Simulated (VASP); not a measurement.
# Ta2N (P-3m1) in VASP: further runs

The runs below take Ta2N through single point, with LDA.

Everything below comes from runs of VASP 6.6.1. Logs are shortened: lines on timing, memory, paths and dates and some standing lists are left out, and cuts for length are marked.

## Step 1: The cell of the first run

It takes space group P-3m1 (No. 164, trigonal). The conventional cell has a = 3.089 Å, b = 3.089 Å, c = 4.703 Å, α = 90.00°, β = 90.00°, γ = 120.00°. Within 2.8 Å of Ta (site symmetry 3m) lie 3 N at 2.14 Å. Within 2.8 Å of N (site symmetry -3m) lie 6 Ta at 2.14 Å.

## Step 2: Single point, LDA (12.96 Å³/atom)

Contents of INCAR:

```
SYSTEM = Ta2N
PREC = Accurate
ENCUT = 520
EDIFF = 1E-7
ISMEAR = 0
SIGMA = 0.15
LREAL = .False.
LASPH = .True.
NELM = 60
ALGO = Normal
ISIF = 2
LWAVE = .False.
LCHARG = .False.
GGA = CA
NBANDS = 20
```

Contents of KPOINTS:

```
regular mesh
0
Gamma
  18 18 10
  0 0 0
```

Contents of POSCAR:

```
Ta2N
1.0
    3.0892118912      0.0000000000      0.0000000000
   -1.5446059456      2.6753359754      0.0000000000
    0.0000000000      0.0000000000      4.7027072619
Ta N
2 1
Direct
    0.6666666667      0.3333333333      0.7466885012
    0.3333333333      0.6666666667      0.2533114988
    0.0000000000      0.0000000000      0.0000000000
```

Potentials or basis: VASP PAW LDA potentials, release 64 (Ta_pv, N).

Started as:

```
> cat potpaw_LDA.64/Ta_pv/POTCAR potpaw_LDA.64/N/POTCAR > POTCAR
> mpirun -np 1 vasp_std > vasp.out
```

OUTCAR:

```text
SYSTEM = Ta2N
   PREC = Accurate
   ENCUT = 520
   EDIFF = 1E-7
   ISMEAR = 0
   LREAL = .False.
   LASPH = .True.
   NELM = 60
   ISIF = 2
   GGA = CA

 ion  position               nearest neighbor table
   1  0.667  0.333  0.747-   3 2.14   3 2.14   3 2.14   2 2.93   2 2.93   2 2.93   2 2.98   2 2.98
                             2 2.98
   2  0.333  0.667  0.253-   3 2.14   3 2.14   3 2.14   1 2.93   1 2.93   1 2.93   1 2.98   1 2.98
                             1 2.98
   3  0.000  0.000  0.000-   1 2.14   2 2.14   2 2.14   1 2.14   1 2.14   2 2.14

  LATTYP: Found a hexagonal cell.
 ALAT       =     3.0892118912
 C/A-ratio  =     1.5223000000

  Lattice vectors:

 A1 = (   3.0892118912,   0.0000000000,   0.0000000000)
 A2 = (  -1.5446059456,   2.6753359754,   0.0000000000)
 A3 = (   0.0000000000,   0.0000000000,   4.7027072619)

Analysis of symmetry for initial positions (statically):
=====================================================================
 Subroutine PRICEL returns:
 Original cell was already a primitive cell.

 Routine SETGRP: Setting up the symmetry group for a
 hexagonal supercell.

 Subroutine GETGRP returns: Found 12 space group operations
 (whereof 12 operations were pure point group operations)
 out of a pool of 24 trial point group operations.

The static configuration has the point symmetry D_3d.

Analysis of symmetry for dynamics (positions and initial velocities):
=====================================================================
 Subroutine PRICEL returns:
 Original cell was already a primitive cell.

 Routine SETGRP: Setting up the symmetry group for a
 hexagonal supercell.

 Subroutine GETGRP returns: Found 12 space group operations
 (whereof 12 operations were pure point group operations)
 out of a pool of 24 trial point group operations.

The dynamic configuration has the point symmetry D_3d.

 Subroutine INISYM returns: Found 12 space group operations
 (whereof 12 operations are pure point group operations),
 and found     1 'primitive' translations

----------------------------------------------------------------------------------------

                                     Primitive cell

  volume of cell :      38.8664

  direct lattice vectors                    reciprocal lattice vectors
     3.089211891  0.000000000  0.000000000     0.323707157  0.186892414  0.000000000
    -1.544605946  2.675335975  0.000000000     0.000000000  0.373784829  0.000000000
     0.000000000  0.000000000  4.702707262     0.000000000  0.000000000  0.212643472

  length of vectors
     3.089211891  3.089211891  4.702707262     0.373784829  0.373784829  0.212643472

  position of ions in fractional coordinates (direct lattice)
     0.666666667  0.333333333  0.746688501
     0.333333333  0.666666667  0.253311499
     0.000000000  0.000000000  0.000000000

  ion indices of the primitive-cell ions
   primitive index   ion index
                 1           1
                 2           2
                 3           3

----------------------------------------------------------------------------------------

 KPOINTS: regular mesh

Automatic generation of k-mesh.
 Grid dimensions read from file:
 generate k-points for:   18   18   10

 Generating k-lattice:

  Cartesian coordinates                     Fractional coordinates (reciprocal lattice)
     0.017983731  0.010382912  0.000000000     0.055555556  0.000000000  0.000000000
     0.000000000  0.020765824  0.000000000     0.000000000  0.055555556  0.000000000
     0.000000000  0.000000000  0.021264347     0.000000000  0.000000000  0.100000000

  Length of vectors
     0.020765824  0.020765824  0.021264347

  Shift w.r.t. Gamma in fractional coordinates (k-lattice)
     0.000000000  0.000000000  0.000000000

 Subroutine IBZKPT returns following result:
 ===========================================

 Found    330 irreducible k-points:

 Following reciprocal coordinates:
            Coordinates               Weight
  0.000000  0.000000  0.000000      1.000000
  0.055556  0.000000  0.000000      6.000000
  0.111111  0.000000  0.000000      6.000000
  0.166667  0.000000  0.000000      6.000000
  0.222222  0.000000  0.000000      6.000000
  0.277778  0.000000  0.000000      6.000000
[... 16 lines left out ...]
  0.333333  0.111111  0.000000     12.000000
  0.388889  0.111111  0.000000     12.000000
 [... further k-points ...]
   k-points           NKPTS =    330   k-points in BZ     NKDIM =    330   number of bands    NBANDS=     20
   number of dos      NEDOS =    301   number of ions     NIONS =      3
   total plane-waves  NPLWV =  20736
   dimension x,y,z NGX =    24 NGY =   24 NGZ =   36
   dimension x,y,z NGXF=    48 NGYF=   48 NGZF=   72
   ions per type =               2   1
   NGX,Y,Z   is equivalent  to a cutoff of  12.92, 12.92, 12.73 a.u.
   NGXF,Y,Z  is equivalent  to a cutoff of  25.83, 25.83, 25.45 a.u.
 SYSTEM =  Ta2N
   PREC   = accura    normal or accurate (medium, high low for compatibility)
   ISTART =      0    job   : 0-new  1-cont  2-samecut
   ICHARG =      2    charge: 1-file 2-atom 10-const
   ISPIN  =      1    spin polarized calculation?
   LNONCOLLINEAR =      F non collinear calculations
   LSORBIT =      F    spin-orbit coupling
   LASPH  =      T    aspherical Exc in radial PAW
   ENCUT  =  520.0 eV  38.22 Ry    6.18 a.u.   5.74  5.74  8.74*2*pi/ulx,y,z
   NELM   =     60;   NELMIN=  2; NELMDL= -5     # of ELM steps
   EDIFF  = 0.1E-06   stopping-criterion for ELM
   LREAL  =      F    real-space projection
   EDIFFG = 0.1E-05   stopping-criterion for IOM
   NSW    =      0    number of steps for IOM
   IBRION =     -1    ionic relax: 0-MD 1-quasi-New 2-CG
   NFREE  =      0    steps in history (QN), initial steepest desc. (CG)
   ISIF   =      2    stress and relaxation
   ISYM   =      2    0-nonsym 1-usesym 2-fastsym
   POTIM  = 0.5000    time-step for ionic-motion
   TEBEG  =    0.0;   TEEND  =   0.0 temperature during run
   PSTRESS=    0.0 pullay stress
   NELECT =      27.0000    total number of electrons
   NUPDOWN=      -1.0000    fix difference up-down
   EMIN   =  10.00;   EMAX   =-10.00  energy-range for DOS
   EFERMI =   0.00;   METHOD = LEGACY
   ISMEAR =     0;   SIGMA  =   0.15  broadening in eV -4-tet -1-fermi 0-gaus
   EFERMI_NEDOS =   21; number of points for ismear=-14 and -15
   IALGO  =     38    algorithm
   IMIX   =      4    mixing-type and parameters
     AMIX     =   0.40;   BMIX     =  1.00
     AMIX_MAG =   1.60;   BMIX_MAG =  1.00
  volume/ion in A,a.u.               =      12.96        87.43
  Fermi-wavevector in a.u.,A,eV,Ry     =   1.449900  2.739914 28.602310  2.102210
  Thomas-Fermi vector in A             =   2.567574
   LORBIT       =      0    0 simple, 1 ext, 2 COOP (PROOUT), +10 PAW based schemes
   GGA     = CA    functional components
   LHFCALC =     F    Hartree Fock is set to
   AEXX    =    0.0000 exact exchange contribution
   IVDW    =     0    specifies the selected vdW correction
   LEPSILON=     F    determine dielectric tensor
   LRPA    =     F    only Hartree local field effects (RPA)
 non-spin polarized calculation
 Gauss-broadening in eV      SIGMA  =   0.15
  energy-cutoff  :      520.00
  volume of cell :       38.87
 maximum number of plane-waves:      1073
 NGX is ok and might be reduce to    24
   NGX = 11   NGY = 11   NGZ = 17

 number of electron      27.0000001 magnetization

 Free energy of the ion-electron system (eV)
  ---------------------------------------------------
  ext. energy  EPLUGINS =         0.00000000
  ---------------------------------------------------
  free energy    TOTEN  =       -37.64755243 eV

  energy without entropy =      -37.63513794  energy(sigma->0) =      -37.64134518

 E-fermi :   7.7757     XC(G=0): -13.3057

 val. band max:        7.7656385119   @ k =   0.0000   0.3333   0.3000
 cond. band min:       7.7788904827   @ k =  -0.2222  -0.4444   0.3000
 fundamental gap:      0.0132519708
 Fermi energy:         7.7756716679

 k-point     1 :       0.0000    0.0000    0.0000
  band No.  band energies     occupation
      1     -27.7110      2.00000
      2     -26.8550      2.00000
      3     -26.8550      2.00000
      4     -26.6840      2.00000
      5     -26.6840      2.00000
      6     -26.4918      2.00000
[... 12 lines left out ...]
     19       9.0612      0.00000
     20      13.3181      0.00000

 k-point     2 :       0.0556    0.0000    0.0000
  band No.  band energies     occupation
      1     -27.7000      2.00000
      2     -26.8760      2.00000
      3     -26.8633      2.00000
      4     -26.7053      2.00000
      5     -26.6849      2.00000
      6     -26.4969      2.00000
[... 12 lines left out ...]
     19       9.2961      0.00000
     20      13.3495      0.00000

 k-point     3 :       0.1111    0.0000    0.0000
  band No.  band energies     occupation
      1     -27.6675      2.00000
      2     -26.9367      2.00000
      3     -26.8864      2.00000
      4     -26.7654      2.00000
      5     -26.6883      2.00000
      6     -26.5122      2.00000
[... 12 lines left out ...]
     19       9.9989      0.00000
     20      13.3082      0.00000

 k-point     4 :       0.1667    0.0000    0.0000
  band No.  band energies     occupation
      1     -27.6156      2.00000
      2     -27.0304      2.00000
      3     -26.9200      2.00000
      4     -26.8539      2.00000
      5     -26.6951      2.00000
      6     -26.5379      2.00000
[... 12 lines left out ...]
     19      10.9934      0.00000
     20      13.0973      0.00000

 k-point     5 :       0.2222    0.0000    0.0000
  band No.  band energies     occupation
      1     -27.5481      2.00000
      2     -27.1453      2.00000
      3     -26.9590      2.00000
      4     -26.9574      2.00000
      5     -26.7054      2.00000
      6     -26.5742      2.00000
[... 12 lines left out ...]
     19      11.9464      0.00000
     20      12.8655      0.00000

 k-point     6 :       0.2778    0.0000    0.0000
  band No.  band energies     occupation
      1     -27.4718      2.00000
      2     -27.2648      2.00000
      3     -27.0623      2.00000
      4     -26.9986      2.00000
      5     -26.7180      2.00000
      6     -26.6203      2.00000
[... 12 lines left out ...]
     19      12.4090      0.00000
     20      13.1441      0.00000

 k-point     7 :       0.3333    0.0000    0.0000
  band No.  band energies     occupation
      1     -27.4259      2.00000
      2     -27.3403      2.00000
      3     -27.1566      2.00000
      4     -27.0345      2.00000
      5     -26.7309      2.00000
      6     -26.6743      2.00000
[... 12 lines left out ...]
     19      12.3981      0.00000
     20      13.5458      0.00000
[... 277 lines left out ...]
 k-point    20 :       0.1667    0.1111    0.0000
  band No.  band energies     occupation
      1     -27.5204      2.00000
      2     -27.1447      2.00000
      3     -27.0902      2.00000
      4     -26.8955      2.00000
      5     -26.7414      2.00000
      6     -26.5896      2.00000
[... 12 lines left out ...]
     19      12.2727      0.00000
     20      12.8235      0.00000

 k-point    21 :       0.2222    0.1111    0.0000
  band No.  band energies     occupation
      1     -27.4472      2.00000
      2     -27.2585      2.00000
      3     -27.1516      2.00000
      4     -26.9581      2.00000
      5     -26.7618      2.00000
      6     -26.6357      2.00000
[... 12 lines left out ...]
     19      12.6461      0.00000
     20      13.1603      0.00000

 k-point    22 :       0.2778    0.1111    0.0000
  band No.  band energies     occupation
      1     -27.4120      2.00000
      2     -27.3210      2.00000
      3     -27.2023      2.00000
      4     -27.0214      2.00000
      5     -26.7798      2.00000
      6     -26.6898      2.00000
[... 12 lines left out ...]
     19      12.7583      0.00000
     20      13.3114      0.00000

 k-point    23 :       0.3333    0.1111    0.0000
  band No.  band energies     occupation
      1     -27.4788      2.00000
      2     -27.2702      2.00000
      3     -27.2319      2.00000
      4     -27.0749      2.00000
      5     -26.7944      2.00000
      6     -26.7477      2.00000
[... 12 lines left out ...]
     19      12.8572      0.00000
     20      12.9854      0.00000

 k-point    24 :       0.3889    0.1111    0.0000
  band No.  band energies     occupation
      1     -27.5330      2.00000
      2     -27.2735      2.00000
      3     -27.1890      2.00000
      4     -27.1106      2.00000
      5     -26.8052      2.00000
      6     -26.7974      2.00000
[... 12 lines left out ...]
     19      12.6784      0.00000
     20      12.9496      0.00000

 [... further k-points ...]
[... 5 lines left out ...]
  --------------------------------------------------------------------------------------
  -------------------------------------------------------------------------------------
  Total       -0.0855280     -0.0855280      1.4316917      0.0000000      0.0000000      0.0000000
  in kB       -3.5256980     -3.5256980     59.0182234      0.0000000      0.0000000      0.0000000
  external PRESSURE =      17.3222758 kB  Pullay stress =       0.0000000 kB

 VOLUME and BASIS-vectors are now :
 -----------------------------------------------------------------------------
  energy-cutoff  :      520.00
  volume of cell :       38.87
      direct lattice vectors                 reciprocal lattice vectors
     3.089211891  0.000000000  0.000000000     0.323707157  0.186892414  0.000000000
    -1.544605946  2.675335975  0.000000000     0.000000000  0.373784829  0.000000000
     0.000000000  0.000000000  4.702707262     0.000000000  0.000000000  0.212643472

 POSITION                                       TOTAL-FORCE (eV/Angst)
 -----------------------------------------------------------------------------------
      1.54461      0.89178      3.51146         0.000000     -0.000000      0.143828
     -0.00000      1.78356      1.19125        -0.000000      0.000000     -0.143828
      0.00000      0.00000      0.00000        -0.000000      0.000000     -0.000000
 -----------------------------------------------------------------------------------
    total drift:                                0.000000     -0.000000      0.000000

  FREE ENERGIE OF THE ION-ELECTRON SYSTEM (eV)
  ---------------------------------------------------
  free  energy   TOTEN  =       -37.6475524281 eV

  energy  without entropy=      -37.6351379389  energy(sigma->0) =      -37.64134518
```

Run time: 99 s. Hardware: 1 thread of Intel Xeon 6975P-C (Granite Rapids), shared host; peak memory 0.32 GiB.

What came out:

```
Free energy            : -37.6476 eV
Pressure               : 1.7 GPa
Largest force          : 0.144 eV/Å
Band gap on the k mesh : zero (an odd number of electrons rules out a gap without spin polarisation)
```

Forces in eV/Å, atoms in the order of the input:
```
Ta   0.000  0.000  0.144
Ta   0.000  0.000 -0.144
N    0.000  0.000  0.000
```

Levels at points of the mesh, in eV from the Fermi level:
```csv
k point,band 11,band 12,band 13,band 14,band 15,band 16
"(0.00, 0.00, 0.00)",-4.65,-0.43,-0.26,-0.26,0.09,0.09
"(0.50, 0.00, 0.00)",-4.75,-2.61,-1.28,1.82,2.29,3.82
"(0.00, 0.00, 0.50)",-2.66,-2.43,-1.32,-1.32,2.06,2.24
"(0.50, 0.00, 0.50)",-3.32,-2.07,-2.02,-0.01,0.73,3.25
```

Caveat: spin-orbit coupling is left out, which moves the levels of the heavy elements.

(Part 1 of 3 ends here.)
